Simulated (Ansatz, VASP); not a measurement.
Two plane-wave programs on MoS2

```xyz
3
Lattice="3.2347 0.0000 0.0000 -1.6174 2.8014 0.0000 0.0000 0.0000 6.2990" Properties=species:S:1:pos:R:3 pbc="T T T"
Mo    0.0000    0.0000    0.0000
S     0.0000    1.8676    1.4853
S     0.0000    1.8676    4.8137
```

Alike in both runs: task single point; functional PBE; dispersion D3(BJ); k mesh 12 × 12 × 6; occupations gaussian, width 0.05 eV; no spin polarisation.

|  | VASP | Ansatz |
| --- | --- | --- |
| version | VASP 6.6.1 | Ansatz 0.2.0 |
| potentials or method | VASP PAW PBE potentials, release 64 (Mo_sv, S), cutoff 500 eV | scalar-relativistic, plane waves, PAW |
| valence electrons in the cell | 26 | 26 |

|  | VASP | Ansatz | Ansatz less VASP |
| --- | --- | --- | --- |
| gap on the k mesh at the Fermi level (eV) | 0.25 | 0.24 | -0.017 |
| least direct gap on the mesh (eV) | 1.37 | 1.37 | -0.003 |
| pressure (GPa) | 0.9 | 1.0 | +0.14 |
| traceless stress, the component that is largest in VASP (GPa) | 9.05 | 9.09 | +0.041 |
| rms of the force components (eV/Å) | 0.447 | 0.455 | +0.0077 |

Atom by atom the forces differ by 0.008 eV/Å (rms over components).
